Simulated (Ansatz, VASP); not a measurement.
Two plane-wave programs on FeO

The input INCAR:

```
ALGO = Normal
EDIFF = 1E-7
ENCUT = 520
GGA = PE
ISIF = 2
ISMEAR = 0
ISPIN = 2
LASPH = True
LCHARG = True
LELF = True
LMAXMIX = 4
LORBIT = 11
LREAL = False
LVHAR = True
LWAVE = False
MAGMOM = 3.79 0
NBANDS = 18
NELM = 150
PREC = Accurate
SIGMA = 0.05
```

KPOINTS

```
k-points
0
Gamma
  14 14 14
```

File POSCAR:

```
FeO
1.0
    0.0000000000      2.1542611165      2.1542611165
    2.1542611165      0.0000000000      2.1542611165
    2.1542611165      2.1542611165      0.0000000000
Fe O
1 1
Direct
    0.0000000000      0.0000000000      0.0000000000
    0.5000000000      0.5000000000      0.5000000000
```

Input for Ansatz:

```yaml
crystal:
  lattice:
    - [0.0, 2.1542611165, 2.1542611165]
    - [2.1542611165, 0.0, 2.1542611165]
    - [2.1542611165, 2.1542611165, 0.0]
  atoms:
    - { symbol: Fe, position: [0.0, 0.0, 0.0], spin: 3.79 }
    - { symbol: O, position: [0.5, 0.5, 0.5] }
basis:
  ecutwfc: 420
  ecutrho_ratio: 4
kpoints:
  mp_grid: { grid: [14, 14, 14] }
  band_path:
    path:
      - [[0.0, 0.0, 0.0], [0.5, 0.0, 0.5], [0.625, 0.25, 0.625]]
      - [[0.375, 0.375, 0.75], [0.0, 0.0, 0.0], [0.5, 0.5, 0.5], [0.5, 0.25, 0.75], [0.5, 0.0, 0.5]]
    npoints: 14
hamiltonian:
  xc: pbe
scf:
  occupations: { method: gaussian, width: 0.05 }
  lower_state_search: "off"
  n_extra_bands: 13
output:
  forces: true
  stress: true
  eigenvalues: true
  populations: true
  dos: { projected: true, de: 0.02, nscf_kmesh: { grid: [21, 21, 21] } }
  bader: true
magnetization:
  spin_polarized: true
checkpoint:
  read: start.run
  write: ck
  compress: false
  write_wavefunctions: false
  write_every: 100000
```

Alike in both runs: task single point; functional PBE; k mesh 14 × 14 × 14; occupations gaussian, width 0.05 eV; collinear spin.

|  | VASP | Ansatz |
| --- | --- | --- |
| version | VASP 6.6.1 | Ansatz 0.2.0 |
| potentials or method | VASP PAW PBE potentials, release 64 (Fe, O), cutoff 520 eV | scalar-relativistic, plane waves, PAW |
| valence electrons in the cell | 14 | 22 |

|  | VASP | Ansatz | Ansatz less VASP |
| --- | --- | --- | --- |
| gap on the k mesh at the Fermi level (eV) | none | none | - |
| pressure (GPa) | 0.1 | 0.0 | -0.06 |
| net moment per atom (μB) | 2.00 | 2.00 | +0.001 |
| size of the moment on the site where the two differ most (μB) | 3.62 | 3.45 | -0.170 |

Site moments also hang on the region over which each program counts them. A gap of «none» marks a metal or a gap that the smearing closes. The functional is the same, so the differences come from potentials, cutoffs and numerics. VASP's potentials hold 14 valence electrons a cell and Ansatz's 22, so a difference there can come from the potentials and not from the codes.
